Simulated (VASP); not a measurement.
# TiB (P6_3mc) in VASP: single point with PBEsol

Aim: the single point of TiB with PBEsol.

Everything below comes from runs of VASP 6.6.1. Logs are shortened: lines on timing, memory, paths and dates and some standing lists are left out, and cuts for length are marked.

### 1 The cell of the first run

The structure is hexagonal, space group P6_3mc (No. 186). The conventional cell has a = 2.971 Å, b = 2.971 Å, c = 4.852 Å, α = 90.00°, β = 90.00°, γ = 120.00°. Ti (site symmetry 3m) has 4 B at 1.82 Å within 2.4 Å. B (site symmetry 3m) has 4 Ti at 1.82 Å within 2.4 Å.

### 2 Single point, PBEsol

File INCAR:

```
  ALGO = Normal
  EDIFF = 1E-6
  ENCUT = 500
  GGA = PS
  GGA_COMPAT = F
  ISIF = 2
  ISMEAR = 0
  LASPH = T
  LCHARG = F
  LREAL = F
  LWAVE = F
  NBANDS = 23
  NELM = 120
  PREC = Accurate
  SIGMA = 0.1
```

File KPOINTS:

```
k-points
0
Gamma
  6 6 4
```

File POSCAR:

```
TiB
1.0
    2.9712630000      0.0000000000      0.0000000000
   -1.4856310000      2.5731890000      0.0000000000
    0.0000000000      0.0000000000      4.8520520000
Ti B
2 2
Direct
    0.0000000000      0.0000000000      0.0000000000
    0.3333333300      0.6666666700      0.5000000000
    0.0000000000      0.0000000000      0.3750000000
    0.3333333300      0.6666666700      0.8750000000
```

Potentials or basis: VASP PAW PBE potentials, release 64 (Ti_sv, B).

Command:

```
cat potpaw_PBE.64/Ti_sv/POTCAR potpaw_PBE.64/B/POTCAR > POTCAR
mpirun -np 1 vasp_std > vasp.out
```

OUTCAR:

```text
EDIFF = 1E-6
   ENCUT = 500
   GGA = PS
   ISIF = 2
   ISMEAR = 0
   LASPH = T
   LREAL = F
   NELM = 120
   PREC = Accurate

 ion  position               nearest neighbor table
   1  0.000  0.000  0.000-   4 1.82   4 1.82   3 1.82   4 1.82
   2  0.333  0.667  0.500-   3 1.82   3 1.82   4 1.82   3 1.82
   3  0.000  0.000  0.375-   2 1.82   2 1.82   1 1.82   2 1.82
   4  0.333  0.667  0.875-   1 1.82   1 1.82   2 1.82   1 1.82

  LATTYP: Found a hexagonal cell.
 ALAT       =     2.9712630000
 C/A-ratio  =     1.6329931076

  Lattice vectors:

 A1 = (   2.9712630000,   0.0000000000,   0.0000000000)
 A2 = (  -1.4856310000,   2.5731890000,   0.0000000000)
 A3 = (   0.0000000000,   0.0000000000,   4.8520520000)

Analysis of symmetry for initial positions (statically):
=====================================================================
 Subroutine PRICEL returns:
 Original cell was already a primitive cell.

 Routine SETGRP: Setting up the symmetry group for a
 hexagonal supercell.

 Subroutine GETGRP returns: Found 12 space group operations
 (whereof  6 operations were pure point group operations)
 out of a pool of 24 trial point group operations.

The static configuration has the point symmetry C_3v.
 The point group associated with its full space group is C_6v.

Analysis of symmetry for dynamics (positions and initial velocities):
=====================================================================
 Subroutine PRICEL returns:
 Original cell was already a primitive cell.

 Routine SETGRP: Setting up the symmetry group for a
 hexagonal supercell.

 Subroutine GETGRP returns: Found 12 space group operations
 (whereof  6 operations were pure point group operations)
 out of a pool of 24 trial point group operations.

The dynamic configuration has the point symmetry C_3v.
 The point group associated with its full space group is C_6v.

 Subroutine INISYM returns: Found 12 space group operations
 (whereof  6 operations are pure point group operations),
 and found     1 'primitive' translations

----------------------------------------------------------------------------------------

                                     Primitive cell

  volume of cell :      37.0970

  direct lattice vectors                    reciprocal lattice vectors
     2.971263000  0.000000000  0.000000000     0.336557215  0.194311351  0.000000000
    -1.485631000  2.573189000  0.000000000     0.000000000  0.388622833  0.000000000
     0.000000000  0.000000000  4.852052000     0.000000000  0.000000000  0.206098368

  length of vectors
     2.971263000  2.971262543  4.852052000     0.388622774  0.388622833  0.206098368

  position of ions in fractional coordinates (direct lattice)
     0.000000000  0.000000000  0.000000000
     0.333333330  0.666666670  0.500000000
     0.000000000  0.000000000  0.375000000
     0.333333330  0.666666670  0.875000000

  ion indices of the primitive-cell ions
   primitive index   ion index
                 1           1
                 2           2
                 3           3
                 4           4

----------------------------------------------------------------------------------------

 KPOINTS: k-points

Automatic generation of k-mesh.
 Grid dimensions read from file:
 generate k-points for:    6    6    4

 Generating k-lattice:

  Cartesian coordinates                     Fractional coordinates (reciprocal lattice)
     0.056092869  0.032385225  0.000000000     0.166666667 -0.000000000  0.000000000
     0.000000000  0.064770472  0.000000000     0.000000000  0.166666667  0.000000000
     0.000000000  0.000000000  0.051524592     0.000000000  0.000000000  0.250000000

  Length of vectors
     0.064770462  0.064770472  0.051524592

  Shift w.r.t. Gamma in fractional coordinates (k-lattice)
     0.000000000  0.000000000  0.000000000

 Subroutine IBZKPT returns following result:
 ===========================================

 Found     21 irreducible k-points:

 Following reciprocal coordinates:
            Coordinates               Weight
  0.000000  0.000000  0.000000      1.000000
  0.166667  0.000000  0.000000      6.000000
  0.333333  0.000000  0.000000      6.000000
  0.500000  0.000000  0.000000      3.000000
  0.166667  0.166667  0.000000      6.000000
  0.333333  0.166667  0.000000     12.000000
[... 13 lines left out ...]
  0.333333  0.166667  0.500000     12.000000
  0.333333  0.333333  0.500000      2.000000
   k-points           NKPTS =     21   k-points in BZ     NKDIM =     21   number of bands    NBANDS=     23
   number of dos      NEDOS =    301   number of ions     NIONS =      4
   total plane-waves  NPLWV =  20736
   dimension x,y,z NGX =    24 NGY =   24 NGZ =   36
   dimension x,y,z NGXF=    48 NGYF=   48 NGZF=   72
   ions per type =               2   2
   NGX,Y,Z   is equivalent  to a cutoff of  13.43, 13.43, 12.33 a.u.
   NGXF,Y,Z  is equivalent  to a cutoff of  26.86, 26.86, 24.67 a.u.
 SYSTEM =  unknown system
   PREC   = accura    normal or accurate (medium, high low for compatibility)
   ISTART =      0    job   : 0-new  1-cont  2-samecut
   ICHARG =      2    charge: 1-file 2-atom 10-const
   ISPIN  =      1    spin polarized calculation?
   LNONCOLLINEAR =      F non collinear calculations
   LSORBIT =      F    spin-orbit coupling
   LASPH  =      T    aspherical Exc in radial PAW
   ENCUT  =  500.0 eV  36.75 Ry    6.06 a.u.   5.42  5.42  8.85*2*pi/ulx,y,z
   NELM   =    120;   NELMIN=  2; NELMDL= -5     # of ELM steps
   EDIFF  = 0.1E-05   stopping-criterion for ELM
   LREAL  =      F    real-space projection
   EDIFFG = 0.1E-04   stopping-criterion for IOM
   NSW    =      0    number of steps for IOM
   IBRION =     -1    ionic relax: 0-MD 1-quasi-New 2-CG
   NFREE  =      0    steps in history (QN), initial steepest desc. (CG)
   ISIF   =      2    stress and relaxation
   ISYM   =      2    0-nonsym 1-usesym 2-fastsym
   POTIM  = 0.5000    time-step for ionic-motion
   TEBEG  =    0.0;   TEEND  =   0.0 temperature during run
   PSTRESS=    0.0 pullay stress
   NELECT =      30.0000    total number of electrons
   NUPDOWN=      -1.0000    fix difference up-down
   EMIN   =  10.00;   EMAX   =-10.00  energy-range for DOS
   EFERMI =   0.00;   METHOD = LEGACY
   ISMEAR =     0;   SIGMA  =   0.10  broadening in eV -4-tet -1-fermi 0-gaus
   EFERMI_NEDOS =   21; number of points for ismear=-14 and -15
   IALGO  =     38    algorithm
   IMIX   =      4    mixing-type and parameters
     AMIX     =   0.40;   BMIX     =  1.00
     AMIX_MAG =   1.60;   BMIX_MAG =  1.00
  volume/ion in A,a.u.               =       9.27        62.59
  Fermi-wavevector in a.u.,A,eV,Ry     =   1.525232  2.882270 31.651667  2.326332
  Thomas-Fermi vector in A             =   2.633430
   LORBIT       =      0    0 simple, 1 ext, 2 COOP (PROOUT), +10 PAW based schemes
   GGA     = PS    functional components
   LHFCALC =     F    Hartree Fock is set to
   AEXX    =    0.0000 exact exchange contribution
   IVDW    =     0    specifies the selected vdW correction
   LEPSILON=     F    determine dielectric tensor
   LRPA    =     F    only Hartree local field effects (RPA)
 non-spin polarized calculation
 Gauss-broadening in eV      SIGMA  =   0.10
  energy-cutoff  :      500.00
  volume of cell :       37.10
 maximum number of plane-waves:       966
 NGX is ok and might be reduce to    24
   NGX = 11   NGY = 11   NGZ = 17

 number of electron      30.0000003 magnetization

 Free energy of the ion-electron system (eV)
  ---------------------------------------------------
  ext. energy  EPLUGINS =         0.00000000
  ---------------------------------------------------
  free energy    TOTEN  =       -22.62502112 eV

  energy without entropy =      -22.60503627  energy(sigma->0) =      -22.61502870

 E-fermi :   9.2718     XC(G=0): -12.9133

 val. band max:        9.2709673710   @ k =   0.3333   0.0000   0.0000
 cond. band min:       9.2944889074   @ k =   0.3333   0.1667   0.2500
 fundamental gap:      0.0235215365
 Fermi energy:         9.2718070573

 k-point     1 :       0.0000    0.0000    0.0000
  band No.  band energies     occupation
      1     -45.5330      2.00000
      2     -45.4144      2.00000
      3     -22.4926      2.00000
      4     -21.8631      2.00000
      5     -21.8631      2.00000
      6     -21.7430      2.00000
[... 15 lines left out ...]
     22      19.4998      0.00000
     23      19.7384      0.00000

 k-point     2 :       0.1667    0.0000    0.0000
  band No.  band energies     occupation
      1     -45.5067      2.00000
      2     -45.4019      2.00000
      3     -22.4280      2.00000
      4     -22.0117      2.00000
      5     -21.9128      2.00000
      6     -21.8983      2.00000
[... 15 lines left out ...]
     22      18.5728      0.00000
     23      18.8742      0.00000

 k-point     3 :       0.3333    0.0000    0.0000
  band No.  band energies     occupation
      1     -45.4492      2.00000
      2     -45.3810      2.00000
      3     -22.3122      2.00000
      4     -22.2698      2.00000
      5     -22.1886      2.00000
      6     -22.0072      2.00000
[... 15 lines left out ...]
     22      16.6048      0.00000
     23      16.7760      0.00000
[... 417 lines left out ...]
 k-point    20 :       0.3333    0.1667    0.5000
  band No.  band energies     occupation
      1     -45.3954      2.00000
      2     -45.3954      2.00000
      3     -22.4161      2.00000
      4     -22.4161      2.00000
      5     -22.0639      2.00000
      6     -22.0639      2.00000
[... 15 lines left out ...]
     22      15.4224      0.00000
     23      16.9919      0.00000

 k-point    21 :       0.3333    0.3333    0.5000
  band No.  band energies     occupation
      1     -45.3854      2.00000
      2     -45.3854      2.00000
      3     -22.3695      2.00000
      4     -22.3695      2.00000
      5     -22.2077      2.00000
      6     -22.2077      2.00000
[... 15 lines left out ...]
     22      15.3970      0.00000
     23      15.6911      0.00000

------------------------ aborting loop because EDIFF is reached ----------------------------------------

  FORCE on cell =-STRESS in cart. coord.  units (eV):
  Direction    XX          YY          ZZ          XY          YZ          ZX
  --------------------------------------------------------------------------------------
  -------------------------------------------------------------------------------------
  Total       27.5248705     27.5248654     24.1810825      0.0000053     -0.0000000      0.0000000
  in kB     1188.7694606   1188.7692394   1044.3548650      0.0002310     -0.0000000      0.0000000
  external PRESSURE =    1140.6311884 kB  Pullay stress =       0.0000000 kB

 VOLUME and BASIS-vectors are now :
 -----------------------------------------------------------------------------
  energy-cutoff  :      500.00
  volume of cell :       37.10
      direct lattice vectors                 reciprocal lattice vectors
     2.971263000  0.000000000  0.000000000     0.336557215  0.194311351  0.000000000
    -1.485631000  2.573189000  0.000000000     0.000000000  0.388622833  0.000000000
     0.000000000  0.000000000  4.852052000     0.000000000  0.000000000  0.206098368

 POSITION                                       TOTAL-FORCE (eV/Angst)
 -----------------------------------------------------------------------------------
      0.00000      0.00000      0.00000         0.000000     -0.000000     -0.957156
      0.00000      1.71546      2.42603        -0.000000      0.000000     -0.957156
      0.00000      0.00000      1.81952        -0.000000      0.000000      0.957156
      0.00000      1.71546      4.24555         0.000000      0.000000      0.957156
 -----------------------------------------------------------------------------------
    total drift:                                0.000029     -0.000017     -0.000213

  FREE ENERGIE OF THE ION-ELECTRON SYSTEM (eV)
  ---------------------------------------------------
  free  energy   TOTEN  =       -22.6250211241 eV

  energy  without entropy=      -22.6050362746  energy(sigma->0) =      -22.61502870
```

Run time: 19 s. Hardware: 1 thread of Intel Xeon 8259CL, shared host; peak memory 0.16 GiB.

Results:

- Free energy: -22.6250 eV
- Pressure: 114.1 GPa
- Largest force: 0.957 eV/Å
- Band gap on the k mesh: zero (bands 15 and 16 overlap by 2.91 eV)

Forces on the atoms (eV/Å):
```
Ti   0.000  0.000 -0.957
Ti   0.000  0.000 -0.957
B    0.000  0.000  0.957
B    0.000  0.000  0.957
```

Levels at points of the mesh, in eV from the Fermi level:
| k point | band 12 | band 13 | band 14 | band 15 | band 16 | band 17 | band 18 | band 19 |
| --- | --- | --- | --- | --- | --- | --- | --- | --- |
| (0.00, 0.00, 0.00) | -1.93 | -1.93 | -1.86 | -1.11 | -1.11 | 2.10 | 2.10 | 4.07 |
| (0.50, 0.00, 0.00) | -3.41 | -1.29 | -0.97 | 0.04 | 1.68 | 2.67 | 2.95 | 4.08 |
| (0.00, 0.00, 0.50) | -2.61 | -1.67 | -1.67 | -1.67 | -1.67 | 3.37 | 3.37 | 3.37 |
| (0.50, 0.00, 0.50) | -3.64 | -0.91 | -0.91 | -0.11 | -0.11 | 3.71 | 3.71 | 4.17 |

Caveat: the k points lie up to 0.41 Å⁻¹ apart, too coarse for converged energies and pressures of a metal; the PAW data sets were made with another functional, which shifts forces and pressure a little.

The gap in the log of VASP goes by the Fermi energy; the results here count the filled bands.